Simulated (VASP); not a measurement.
Write the native input for VASP 6.6.1 that does the following.

```
Task                   : single point
Functional             : PBE
Potentials or basis    : VASP PAW PBE potentials, release 64 (Ta_pv, N)
Cutoff                 : 520 eV
k mesh                 : 18 × 18 × 10
Occupations            : gaussian, width 0.15 eV
Spin                   : no spin polarisation
Dipole correction      : no
Further INCAR settings : ALGO = Normal; EDIFF = 1e-06; NBANDS = 20
```

The structure of Ta2N lies in POSCAR:

```
Ta2N
1.0
    3.1011400584      0.0000000000      0.0000000000
   -1.5505700292      2.6856660713     -0.0537133214
    0.0000000000     -0.0976378008      4.8818900414
Ta N
2 1
Direct
    0.6666666667      0.3333333333      0.7449050326
    0.3333333333      0.6666666667      0.2550949674
    0.0000000000      0.0000000000      0.0000000000
```

This cell differs from its parent crystal: strain -0.0400 x Voigt [0, 0, 0, 1, 0, 0].

One way to write it, as run:

INCAR

```
ALGO = Normal ; EDIFF = 1E-6
ENCUT = 520 ; GGA = PE
ISIF = 2 ; ISMEAR = 0
LASPH = True ; LCHARG = False
LREAL = False ; LWAVE = False
NBANDS = 20 ; NELM = 100
PREC = Accurate ; SIGMA = 0.15
```

KPOINTS

```
k-points
0
Gamma
  18 18 10
```

Potentials or basis: VASP PAW PBE potentials, release 64 (Ta_pv, N).

Launch:

```console
$ cat potpaw_PBE.64/Ta_pv/POTCAR potpaw_PBE.64/N/POTCAR > POTCAR
$ mpirun -np 1 vasp_std > vasp.out
```

It gave:

```json
{
  "Pressure": "0.9 GPa",
  "Largest force": "0.197 eV/Å"
}
```

Caveat: the cell differs from its parent crystal (strain -0.0400 x Voigt [0, 0, 0, 1, 0, 0]).

Wall time 7.8 min on 1 thread of Oxide Virtual Turin-like Processor, on a shared host, peak memory 0.64 GiB.
